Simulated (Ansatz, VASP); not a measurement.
# Two plane-wave programs on CdTe

The input INCAR:

```
PREC = Accurate ; ENCUT = 600
EDIFF = 1E-7 ; ISMEAR = -1
SIGMA = 0.1 ; LREAL = F
LASPH = T ; NELM = 60
ALGO = Normal ; ISIF = 3
LWAVE = F ; LCHARG = F
GGA = CA ; IBRION = 2
NSW = 100 ; EDIFFG = -0.002
```

Contents of KPOINTS:

```
regular mesh
0
Gamma
  10 10 10
```

POSCAR

```
CdTe
1.0
    3.2050000000      3.2050000000      0.0000000000
   -3.2050000000      3.2050000000      0.0000000000
    0.0000000000      3.2050000000      3.2050000000
Cd Te
1 1
Direct
    0.0000000000      0.0000000000      0.0000000000
    0.7500000000      0.2500000000      0.5000000000
```

Input for Ansatz:

```yaml
crystal:
  lattice:
    - [3.205, 3.205, 0.0]
    - [-3.205, 3.205, 0.0]
    - [0.0, 3.205, 3.205]
  atoms:
    - { symbol: Cd, position: [0.0, 0.0, 0.0] }
    - { symbol: Te, position: [0.75, 0.25, 0.5] }
kpoints:
  mp_grid: { grid: [10, 10, 10] }
scf:
  occupations: { method: fermi_dirac, width: 0.1 }
hamiltonian:
  xc: lda
  pseudopotentials: { kind: paw }
relax:
  f_tol: 0.002
  max_steps: 80
  cell: {}
output:
  forces: true
  stress: true
```

Alike in both runs: task relaxation of cell and atoms; functional LDA; k mesh 10 × 10 × 10; occupations fermi-dirac, width 0.1 eV; no spin polarisation.

```csv
,VASP,Ansatz
version,VASP 6.6.1,Ansatz 0.2.0
potentials or method,"VASP PAW LDA potentials, release 64 (Cd, Te)","PAW with Ansatz's default frozen-core files, scalar-relativistic"
plane-wave cutoff (eV),600,420
valence electrons in the cell,18,36
```

|  | VASP | Ansatz | Ansatz less VASP |
| --- | --- | --- | --- |
| relaxed volume (Å³/atom) | 33.06 | 32.92 | -0.141 |
| relaxed cell length with the largest relative difference (Å) | 4.539 | 4.533 | -0.0065 |

LDA's correlation is that of Perdew and Zunger in VASP and of Perdew and Wang (1992) in Ansatz. VASP's potentials hold 18 valence electrons a cell and Ansatz's 36, so a difference there can come from the potentials and not from the codes.

Neither program's run includes spin-orbit coupling.
